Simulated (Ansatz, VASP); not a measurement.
Tl: VASP beside Ansatz

```
Tl
1.0
     3.48086    0.00000    0.00000
    -1.74043    3.01452    0.00000
     0.00000    0.00000    5.47766
Tl
2
Direct
  0.33333 0.66667 0.75000
  0.66667 0.33333 0.25000
```

Alike in both runs: functional PBEsol; k mesh 12 × 12 × 6; occupations gaussian, width 0.05 eV; no spin polarisation.

Ansatz relaxed the structure, and its values are those at the end. VASP's run is a single point on that final structure, the one shown.

|  | VASP | Ansatz |
| --- | --- | --- |
| version | VASP 6.6.1 | Ansatz 0.2.0 |
| potentials or method | VASP PAW PBE potentials, release 64 (Tl_d), cutoff 520 eV | scalar-relativistic, plane waves, PAW |
| valence electrons in the cell | 26 | 26 |

```tsv
	VASP	Ansatz	Ansatz less VASP
gap on the k mesh at the Fermi level (eV)	none	none	-
pressure (GPa)	-0.1	0.0	+0.07
```

VASP's potentials were made for PBE, not for PBEsol. A gap of «none» marks a metal or a gap that the smearing closes. The functional is the same, so the differences come from potentials, cutoffs and numerics.

Neither program's run includes spin-orbit coupling.
